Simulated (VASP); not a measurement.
# NiO in VASP: further runs

Runs on NiO. Level: PBE+U. Tasks: single point.

Everything below comes from runs of VASP 6.6.1. Logs are shortened: lines on timing, memory, paths and dates and some standing lists are left out, and cuts for length are marked.

### 1 The cell of the first run

Symmetry: Fm-3m, No. 225, cubic system. Conventional cell: a = 4.172 Å, b = 4.172 Å, c = 4.172 Å, α = 90.00°, β = 90.00°, γ = 90.00°. Within 2.8 Å of Ni (site symmetry m-3m) lie 6 O at 2.09 Å. Within 2.8 Å of O (site symmetry m-3m) lie 6 Ni at 2.09 Å.

### 2 Single point, PBE+U, collinear spin, ferromagnetic start

The input, INCAR:

```
SYSTEM = NiO
PREC = Accurate
ENCUT = 700
EDIFF = 1E-6
ISMEAR = 0
SIGMA = 0.05
LREAL = .False.
LASPH = .True.
NELM = 200
ALGO = Normal
ISIF = 2
LWAVE = .False.
LCHARG = .True.
ISPIN = 2
MAGMOM = 2 0
LORBIT = 11
LMAXMIX = 4
LDAU = .True.
LDAUTYPE = 2
LDAUL = 2 -1
LDAUU = 6.2 0
LDAUJ = 0 0
LDAUPRINT = 1
GGA = PE
LELF = .True.
LVHAR = .True.
NBANDS = 23
GGA_COMPAT = .False.
```

The input, KPOINTS:

```
regular mesh
0
Gamma
  6 6 6
  0 0 0
```

The input, POSCAR:

```
NiO
1.0
    0.0000000000      2.0859016414      2.0859016414
    2.0859016414      0.0000000000      2.0859016414
    2.0859016414      2.0859016414      0.0000000000
Ni O
1 1
Direct
    0.0000000000      0.0000000000      0.0000000000
    0.5000000000      0.5000000000      0.5000000000
```

Potentials or basis: VASP PAW PBE potentials, release 64 (Ni_sv_GW, O).

Launch:

```console
> cat potpaw_PBE.64/Ni_sv_GW/POTCAR potpaw_PBE.64/O/POTCAR > POTCAR
> mpirun -np 1 vasp_std > vasp.out
```

OUTCAR:

```text
SYSTEM = NiO
   PREC = Accurate
   ENCUT = 700
   EDIFF = 1E-6
   ISMEAR = 0
   LREAL = .False.
   LASPH = .True.
   NELM = 200
   ISIF = 2
   ISPIN = 2
   LORBIT = 11
   GGA = PE

 ion  position               nearest neighbor table
   1  0.000  0.000  0.000-   2 2.09   2 2.09   2 2.09   2 2.09   2 2.09   2 2.09
   2  0.500  0.500  0.500-   1 2.09   1 2.09   1 2.09   1 2.09   1 2.09   1 2.09

  LATTYP: Found a face centered cubic cell.
 ALAT       =     4.1718032828

  Lattice vectors:

 A1 = (   0.0000000000,   2.0859016414,   2.0859016414)
 A2 = (   2.0859016414,   0.0000000000,   2.0859016414)
 A3 = (   2.0859016414,   2.0859016414,   0.0000000000)

Analysis of symmetry for initial positions (statically):
=====================================================================
 Subroutine PRICEL returns:
 Original cell was already a primitive cell.

 Routine SETGRP: Setting up the symmetry group for a
 face centered cubic supercell.

 Subroutine GETGRP returns: Found 48 space group operations
 (whereof 48 operations were pure point group operations)
 out of a pool of 48 trial point group operations.

The static configuration has the point symmetry O_h .

Analysis of symmetry for dynamics (positions and initial velocities):
=====================================================================
 Subroutine PRICEL returns:
 Original cell was already a primitive cell.

 Routine SETGRP: Setting up the symmetry group for a
 face centered cubic supercell.

 Subroutine GETGRP returns: Found 48 space group operations
 (whereof 48 operations were pure point group operations)
 out of a pool of 48 trial point group operations.

The dynamic configuration has the point symmetry O_h .

Analysis of structural, dynamic, and magnetic symmetry:
=====================================================================
 Subroutine PRICEL returns:
 Original cell was already a primitive cell.

 Routine SETGRP: Setting up the symmetry group for a
 face centered cubic supercell.

 Subroutine GETGRP returns: Found 48 space group operations
 (whereof 48 operations were pure point group operations)
 out of a pool of 48 trial point group operations.

The overall configuration has the point symmetry O_h .

 Subroutine INISYM returns: Found 48 space group operations
 (whereof 48 operations are pure point group operations),
 and found     1 'primitive' translations

----------------------------------------------------------------------------------------

                                     Primitive cell

  volume of cell :      18.1515

  direct lattice vectors                    reciprocal lattice vectors
     0.000000000  2.085901641  2.085901641    -0.239704495  0.239704495  0.239704495
     2.085901641  0.000000000  2.085901641     0.239704495 -0.239704495  0.239704495
     2.085901641  2.085901641  0.000000000     0.239704495  0.239704495 -0.239704495

  length of vectors
     2.949910391  2.949910391  2.949910391     0.415180364  0.415180364  0.415180364

  position of ions in fractional coordinates (direct lattice)
     0.000000000  0.000000000  0.000000000
     0.500000000  0.500000000  0.500000000

  ion indices of the primitive-cell ions
   primitive index   ion index
                 1           1
                 2           2

----------------------------------------------------------------------------------------

 KPOINTS: regular mesh

Automatic generation of k-mesh.
 Grid dimensions read from file:
 generate k-points for:    6    6    6

 Generating k-lattice:

  Cartesian coordinates                     Fractional coordinates (reciprocal lattice)
    -0.039950749  0.039950749  0.039950749     0.166666667  0.000000000  0.000000000
     0.039950749 -0.039950749  0.039950749     0.000000000  0.166666667  0.000000000
     0.039950749  0.039950749 -0.039950749     0.000000000  0.000000000  0.166666667

  Length of vectors
     0.069196727  0.069196727  0.069196727

  Shift w.r.t. Gamma in fractional coordinates (k-lattice)
     0.000000000  0.000000000  0.000000000

 Subroutine IBZKPT returns following result:
 ===========================================

 Found     16 irreducible k-points:

 Following reciprocal coordinates:
            Coordinates               Weight
  0.000000  0.000000  0.000000      1.000000
  0.166667  0.000000  0.000000      8.000000
  0.333333  0.000000  0.000000      8.000000
  0.500000  0.000000  0.000000      4.000000
  0.166667  0.166667  0.000000      6.000000
  0.333333  0.166667  0.000000     24.000000
[... 8 lines left out ...]
 -0.333333  0.333333  0.166667     24.000000
 -0.333333  0.500000  0.166667     12.000000
   k-points           NKPTS =     16   k-points in BZ     NKDIM =     16   number of bands    NBANDS=     23
   number of dos      NEDOS =    301   number of ions     NIONS =      2
   total plane-waves  NPLWV =  21952
   dimension x,y,z NGX =    28 NGY =   28 NGZ =   28
   dimension x,y,z NGXF=    56 NGYF=   56 NGZF=   56
[... 75 lines left out ...]

 occupancies and eigenvectors

  o =  0.0965  v =  0.0000  0.0000  0.0000  0.0000  0.0000  0.0000  0.0000  0.9946 -0.0000  0.1033      0.0000  0.0000  0.0000  0.0000  0.0000  0.0000  0.0000  0.0000  0.0000  0.0000
  o =  0.0965  v =  0.0000  0.0000  0.0000  0.0000  0.0000  0.0000  0.0000  0.1033  0.0000 -0.9946      0.0000  0.0000  0.0000  0.0000  0.0000  0.0000  0.0000  0.0000  0.0000  0.0000
  o =  0.9314  v =  0.0000  0.0000  0.0000  0.0000  0.0000  0.0000  0.2828  0.0000  0.9592  0.0000      0.0000  0.0000  0.0000  0.0000  0.0000  0.0000  0.0000  0.0000  0.0000  0.0000
  o =  0.9314  v =  0.0000  0.0000  0.0000  0.0000  0.0000  0.0000  0.9592 -0.0000 -0.2828  0.0000      0.0000  0.0000  0.0000  0.0000  0.0000  0.0000  0.0000  0.0000  0.0000  0.0000
  o =  0.9314  v =  0.0000  0.0000  0.0000  0.0000  0.0000  1.0000  0.0000  0.0000  0.0000  0.0000      0.0000  0.0000  0.0000  0.0000  0.0000  0.0000  0.0000  0.0000  0.0000  0.0000
  o =  0.9386  v =  0.0000  0.0552 -0.0000 -0.9985 -0.0000  0.0000  0.0000  0.0000  0.0000  0.0000      0.0000  0.0000  0.0000  0.0000  0.0000  0.0000  0.0000  0.0000  0.0000  0.0000
  o =  0.9386  v =  1.0000  0.0000  0.0000  0.0000  0.0000  0.0000  0.0000  0.0000  0.0000  0.0000      0.0000  0.0000  0.0000  0.0000  0.0000  0.0000  0.0000  0.0000  0.0000  0.0000
  o =  0.9386  v =  0.0000 -0.9985  0.0000 -0.0552 -0.0000  0.0000  0.0000  0.0000  0.0000  0.0000      0.0000  0.0000  0.0000  0.0000  0.0000  0.0000  0.0000  0.0000  0.0000  0.0000
  o =  0.9701  v =  0.0000 -0.0000  0.1259 -0.0000  0.9920  0.0000  0.0000  0.0000  0.0000  0.0000      0.0000  0.0000  0.0000  0.0000  0.0000  0.0000  0.0000  0.0000  0.0000  0.0000
  o =  0.9701  v =  0.0000  0.0000  0.9920 -0.0000 -0.1259  0.0000  0.0000  0.0000  0.0000  0.0000      0.0000  0.0000  0.0000  0.0000  0.0000  0.0000  0.0000  0.0000  0.0000  0.0000

 number of electron      24.0000003 magnetization       2.0000149

 Free energy of the ion-electron system (eV)
  ---------------------------------------------------
  ext. energy  EPLUGINS =         0.00000000
  ---------------------------------------------------
  free energy    TOTEN  =       -10.21658667 eV

  energy without entropy =      -10.21658667  energy(sigma->0) =      -10.21658667

 E-fermi :   6.6308     XC(G=0): -13.0308

 val. band max:        6.3458379344   @ k =   0.5000   0.0000   0.0000
 cond. band min:       8.7005321567   @ k =   0.0000   0.0000   0.0000
 fundamental gap:      2.3546942223
 Fermi energy:         6.6307823129

 spin component 1

 k-point     1 :       0.0000    0.0000    0.0000
  band No.  band energies     occupation
      1     -97.7157      1.00000
      2     -58.0927      1.00000
      3     -58.0927      1.00000
      4     -58.0927      1.00000
      5     -12.9285      1.00000
      6       0.6999      1.00000
[... 389 lines left out ...]
      6      -0.0931      1.00000
[... 15 lines left out ...]
     22      39.7700      0.00000
     23      42.3269      0.00000
 Fermi energy:         6.6307823129

 spin component 2

 k-point     1 :       0.0000    0.0000    0.0000
  band No.  band energies     occupation
      1     -95.4350      1.00000
      2     -55.8657      1.00000
      3     -55.8657      1.00000
      4     -55.8656      1.00000
      5     -12.6297      1.00000
      6       2.7470      1.00000
[... 405 lines left out ...]
     22      39.8154      0.00000
     23      42.7394      0.00000

------------------------ aborting loop because EDIFF is reached ----------------------------------------

  FORCE on cell =-STRESS in cart. coord.  units (eV):
  Direction    XX          YY          ZZ          XY          YZ          ZX
  --------------------------------------------------------------------------------------
  -------------------------------------------------------------------------------------
  Total        1.2991632      1.2991632      1.2991632      0.0000000      0.0000000      0.0000000
  in kB      114.6734301    114.6734301    114.6734301      0.0000000      0.0000000      0.0000000
  external PRESSURE =     114.6734301 kB  Pullay stress =       0.0000000 kB

 VOLUME and BASIS-vectors are now :
 -----------------------------------------------------------------------------
  energy-cutoff  :      700.00
  volume of cell :       18.15
      direct lattice vectors                 reciprocal lattice vectors
     0.000000000  2.085901641  2.085901641    -0.239704495  0.239704495  0.239704495
     2.085901641  0.000000000  2.085901641     0.239704495 -0.239704495  0.239704495
     2.085901641  2.085901641  0.000000000     0.239704495  0.239704495 -0.239704495

 POSITION                                       TOTAL-FORCE (eV/Angst)
 -----------------------------------------------------------------------------------
      0.00000      0.00000      0.00000         0.000000      0.000000     -0.000000
      2.08590      2.08590      2.08590         0.000000      0.000000      0.000000
 -----------------------------------------------------------------------------------
    total drift:                                0.000000      0.000000      0.000000

  FREE ENERGIE OF THE ION-ELECTRON SYSTEM (eV)
  ---------------------------------------------------
  free  energy   TOTEN  =       -10.2165866675 eV

  energy  without entropy=      -10.2165866675  energy(sigma->0) =      -10.21658667

 total charge

# of ion       s       p       d       f       tot
--------------------------------------------------
    1        2.161   6.231   7.717   0.010  16.120
    2        1.544   3.505   0.000   0.000   5.049
--------------------------------------------------
tot          3.705   9.736   7.717   0.010  21.169

 magnetization (x)

# of ion       s       p       d       f       tot
--------------------------------------------------
    1        0.010   0.013   1.766   0.001   1.789
    2        0.023   0.152   0.000   0.000   0.174
--------------------------------------------------
tot          0.032   0.164   1.766   0.001   1.964
```

It took 22 s on 1 thread of Intel Xeon Platinum 8559C (Emerald Rapids), shared host; peak memory 0.18 GiB.

Results:

```
Free energy                                           : -10.2166 eV
Pressure                                              : 11.5 GPa
Band gap on the k mesh                                : 2.35 eV (least direct gap 3.45 eV)
Net moment                                            : 2.00 μB per cell
Site moments                                          : Ni +1.79; O +0.17 μB
Valence electrons inside the program's atomic spheres : Ni 16.12; O 5.05
```

Levels at points of the mesh, in eV from the valence-band top:
Spin up:
```csv
k point,band 9,band 10,band 11,band 12,band 13,band 14,band 15,band 16,band 17,band 18
"(0.00, 0.00, 0.00)",-4.64,-4.64,-1.79,-1.79,-1.79,2.35,18.47,18.92,18.92,18.92
"(0.50, 0.00, 0.00)",-4.11,-4.11,-2.96,0.00,0.00,6.32,10.90,14.65,14.65,21.48
"(0.50, 0.50, 0.00)",-4.65,-3.80,-3.80,-3.18,-3.18,6.71,11.58,12.15,17.43,17.43
```
Spin down:
```tsv
k point	band 8	band 9	band 10	band 11	band 12	band 13	band 14	band 15
(0.00, 0.00, 0.00)	-3.60	-1.45	-1.45	-1.45	2.70	2.70	2.71	18.41
(0.50, 0.00, 0.00)	-3.96	-2.05	-2.05	-1.99	5.13	5.13	6.50	11.38
(0.50, 0.50, 0.00)	-2.86	-2.86	-2.67	-2.67	3.22	3.70	7.32	11.86
```

Eigenvalues of the final occupation matrices:
```
    site  spin  trace               eigenvalues
site 1 d     1   4.76  0.94 0.94 0.94 0.97 0.97
site 1 d     2   2.99  0.10 0.10 0.93 0.93 0.93
```

Caveat: the k points lie up to 0.43 Å⁻¹ apart; a cell with one magnetic atom can't hold antiferromagnetic order, which such compounds often take.

### 3 Single point, PBE+U, collinear spin, antiferromagnetic start

This run uses another cell than the first one: it holds 4 atoms, not 2.

The input, INCAR:

```
SYSTEM = NiO
ALGO = Normal
EDIFF = 1E-6
ENCUT = 520
GGA = PE
ISIF = 2
ISMEAR = 0
ISPIN = 2
LASPH = .TRUE.
LCHARG = .FALSE.
LDAU = .TRUE.
LDAUJ = 0 0
LDAUL = 2 -1
LDAUPRINT = 1
LDAUTYPE = 2
LDAUU = 6.2 0
LMAXMIX = 4
LORBIT = 11
LREAL = .FALSE.
LWAVE = .FALSE.
MAGMOM = 2 -2 0 0
NBANDS = 28
NELM = 150
PREC = Accurate
SIGMA = 0.05
```

The input, KPOINTS:

```
k-points
0
G
  10 10 10
  0 0 0
```

The input, POSCAR:

```
NiO
1.0
    0.0000000000      2.1337902789      2.1337902789
    2.1337902789      0.0000000000      2.1337902789
    4.2675805578      2.1337902789     -2.1337902789
Ni O
2 2
Direct
    0.0000000000      0.0000000000      0.0000000000
    0.5000000000      0.0000000000      0.5000000000
    0.7500000000      0.5000000000      0.2500000000
    1.2500000000      0.5000000000      0.7500000000
```

Potentials or basis: VASP PAW PBE potentials, release 64 (Ni, O).

Launch:

```console
> cat potpaw_PBE.64/Ni/POTCAR potpaw_PBE.64/O/POTCAR > POTCAR
> mpirun -np 1 vasp_std > vasp.out
```

It took 7.7 min on 1 thread of Oxide Virtual Turin-like, shared host; peak memory 0.27 GiB.

Results (log left out):

- Free energy: -20.4095 eV
- Pressure: -9.7 GPa
- Band gap on the k mesh: 2.95 eV
- Net moment: 0.00 μB per cell
- Site moments: Ni +1.76, -1.76; O +0.00 μB
- Valence electrons inside the program's atomic spheres: Ni 8.89; O 4.99

Levels at points of the mesh, in eV from the valence-band top:
Spin up:
| k point | band 13 | band 14 | band 15 | band 16 | band 17 | band 18 | band 19 | band 20 |
| --- | --- | --- | --- | --- | --- | --- | --- | --- |
| (0.00, 0.00, 0.00) | -0.69 | -0.65 | -0.65 | -0.65 | 2.95 | 4.21 | 4.21 | 7.10 |
| (0.50, 0.00, 0.00) | -1.87 | -1.64 | -1.22 | -0.58 | 4.14 | 4.17 | 8.65 | 8.95 |
| (0.00, 0.50, 0.00) | -1.93 | -1.93 | -0.62 | -0.53 | 4.38 | 4.50 | 7.10 | 7.39 |
| (0.00, 0.00, 0.50) | -1.22 | -1.22 | 0.00 | 0.00 | 4.09 | 4.09 | 5.66 | 5.78 |
Spin down:
```tsv
k point	band 13	band 14	band 15	band 16	band 17	band 18	band 19	band 20
(0.00, 0.00, 0.00)	-0.69	-0.65	-0.65	-0.65	2.95	4.21	4.21	7.10
(0.50, 0.00, 0.00)	-1.87	-1.64	-1.22	-0.58	4.14	4.17	8.65	8.95
(0.00, 0.50, 0.00)	-1.93	-1.93	-0.62	-0.53	4.38	4.50	7.10	7.39
(0.00, 0.00, 0.50)	-1.22	-1.22	0.00	0.00	4.09	4.09	5.66	5.78
```

Eigenvalues of the final occupation matrices:
| site | spin | trace | eigenvalues |
| --- | --- | --- | --- |
| site 1 d | 1 | 4.99 | 0.98 0.98 0.98 1.02 1.02 |
| site 1 d | 2 | 3.22 | 0.14 0.14 0.98 0.98 0.98 |
| site 2 d | 1 | 3.22 | 0.14 0.14 0.98 0.98 0.98 |
| site 2 d | 2 | 4.99 | 0.98 0.98 0.98 1.02 1.02 |

Caveat: the cell stands under tension. The state reached can hang on the start; a lower one may exist.

### 4 Single point, PBE+U, collinear spin, antiferromagnetic start

This run uses another cell than the first one: it holds 4 atoms, not 2.

The input, INCAR:

```
SYSTEM = NiO
PREC = Accurate
ENCUT = 520
EDIFF = 1E-7
ISMEAR = 0
SIGMA = 0.05
LREAL = .FALSE.
LASPH = .TRUE.
NELM = 150
ALGO = Normal
ISIF = 2
LWAVE = .FALSE.
LCHARG = .FALSE.
ISPIN = 2
MAGMOM = 1.86 -1.86 0 0
LORBIT = 11
LMAXMIX = 4
LDAU = .TRUE.
LDAUTYPE = 2
LDAUL = 2 -1
LDAUU = 6.2 0
LDAUJ = 0 0
LDAUPRINT = 1
GGA = PE
NBANDS = 28
```

The input, KPOINTS:

```
regular mesh
0
G
  10 10 10
  0 0 0
```

The input, POSCAR:

```
NiO
1.0
    0.0000000000      2.1345393414      2.1345393414
    2.1345393414      0.0000000000      2.1345393414
    4.2660834841      2.1315441427     -2.1315441427
Ni O
2 2
Direct
    0.0000000000      0.0000000000      0.0000000000
    0.5000000000      0.0000000000      0.5000000000
    0.7500000000      0.4999999999      0.2500000001
    1.2500000000      0.5000000001      0.7499999999
```

Launch:

```console
> cat potpaw_PBE.64/Ni/POTCAR potpaw_PBE.64/O/POTCAR > POTCAR
> mpirun -np 1 vasp_std > vasp.out
```

It took 7.9 min on 1 thread of Oxide Virtual Turin-like, shared host; peak memory 0.27 GiB.

It converged, with:

```yaml
Free_energy: -20.4095 eV
Pressure: -9.7 GPa
Band_gap_on_the_k_mesh: 2.95 eV
Net_moment: 0.00 μB per cell
Site_moments: Ni +1.76, -1.76; O +0.00 μB
Valence_electrons_inside_the_program's_atomic_spheres: Ni 8.89; O 4.99
```

Levels at points of the mesh, in eV from the valence-band top:
Spin up:
```tsv
k point	band 14	band 15	band 16	band 17	band 18	band 19
(0.00, 0.00, 0.00)	-0.65	-0.65	-0.64	2.95	4.21	4.21
(0.50, 0.00, 0.00)	-1.64	-1.22	-0.58	4.14	4.17	8.65
(0.00, 0.50, 0.00)	-1.92	-0.62	-0.52	4.38	4.50	7.11
(0.00, 0.00, 0.50)	-1.22	0.00	0.00	4.09	4.09	5.66
```
Spin down:
```tsv
k point	band 12	band 13	band 14	band 15	band 16	band 17	band 18	band 19	band 20	band 21
(0.00, 0.00, 0.00)	-0.69	-0.69	-0.65	-0.65	-0.64	2.95	4.21	4.21	7.10	11.18
(0.50, 0.00, 0.00)	-2.21	-1.87	-1.64	-1.22	-0.58	4.14	4.17	8.65	8.95	10.84
(0.00, 0.50, 0.00)	-2.06	-1.93	-1.92	-0.62	-0.52	4.38	4.50	7.11	7.39	11.17
(0.00, 0.00, 0.50)	-1.94	-1.22	-1.22	0.00	0.00	4.09	4.09	5.66	5.78	12.92
```

Eigenvalues of the final occupation matrices:
| site | spin | trace | eigenvalues |
| --- | --- | --- | --- |
| site 1 d | 1 | 4.99 | 0.98 0.98 0.98 1.02 1.02 |
| site 1 d | 2 | 3.22 | 0.14 0.14 0.98 0.98 0.98 |
| site 2 d | 1 | 3.22 | 0.14 0.14 0.98 0.98 0.98 |
| site 2 d | 2 | 4.99 | 0.98 0.98 0.98 1.02 1.02 |

Caveat: the cell stands under tension. The state reached can hang on the start; a lower one may exist.

### 5 Overview

| potentials or basis | spin | cell | k mesh | cutoff (eV) | gap on the mesh (eV) | pressure (GPa) | moment (μB) |
| --- | --- | --- | --- | --- | --- | --- | --- |
| VASP PAW PBE potentials, release 64 (Ni_sv_GW, O) | collinear, ferromagnetic start | a = 2.950 Å, angles 60.0°, 2 atoms, atomic positions A | 6 × 6 × 6 | 700 | 2.35 | 11.5 | 2.00 |
| VASP PAW PBE potentials, release 64 (Ni, O) | collinear, antiferromagnetic start | a = 3.018, b = 3.018, c = 5.227 Å, angles 73.2, 90.0, 60.0°, 4 atoms, atomic positions B | 10 × 10 × 10 | 520 | 2.95 | -9.7 | 0.00 |
| VASP PAW PBE potentials, release 64 (Ni, O) | collinear, antiferromagnetic start | a = 3.019, b = 3.019, c = 5.224 Å, angles 73.2, 90.0, 60.0°, 4 atoms, atomic positions B | 10 × 10 × 10 | 520 | 2.95 | -9.7 | 0.00 |

Alike in all rows: task single point; level PBE+U; Ni d U = 6.2 eV; smearing gaussian 0.05 eV.

Caveats: some runs use coarse meshes; the cell stands under tension (at least some runs); a cell with one magnetic atom can't hold antiferromagnetic order, which such compounds often take (at least some runs).

Absolute energies hang on the potentials; compare differences alone.
